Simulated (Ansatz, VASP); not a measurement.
# One calculation of TaN, two programs

```xyz
6
Lattice="5.1536 0.0000 0.0000 -2.5768 4.4631 0.0000 0.0000 0.0000 2.8712" Properties=species:S:1:pos:R:3 pbc="T T T"
Ta    0.0000    0.0000    0.0000
Ta    0.0000    2.9754    1.4356
Ta    2.5768    1.4877    1.4356
N     2.0278    0.0000    0.0000
N     1.5629    2.7070    0.0000
N    -1.0139    1.7561    0.0000
```

Alike in both runs: functional LDA; k mesh 6 × 6 × 6; occupations gaussian, width 0.1 eV; no spin polarisation.

Ansatz relaxed the structure, and its values are those at the end. VASP's run is a single point on that final structure, the one shown.

|  | VASP | Ansatz |
| --- | --- | --- |
| version | VASP 6.6.1 | Ansatz 0.2.0 |
| potentials or method | VASP PAW LDA potentials, release 64 (Ta_sv_GW, N), cutoff 600 eV | scalar-relativistic, plane waves, PAW |
| valence electrons in the cell | 54 | 54 |

|  | VASP | Ansatz | Ansatz less VASP |
| --- | --- | --- | --- |
| gap on the k mesh at the Fermi level (eV) | none | none | - |
| pressure (GPa) | 1.1 | -0.2 | -1.21 |
| rms of the force components (eV/Å) | 0.001 | 0.003 | +0.0025 |

Ansatz warns that its potentials were made for another functional, while VASP's fit it. LDA's correlation is that of Perdew and Zunger in VASP and of Perdew and Wang (1992) in Ansatz. A gap of «none» marks a metal or a gap that the smearing closes.

The k mesh is coarse, so the values compare programs but aren't converged. Neither program's run includes spin-orbit coupling.
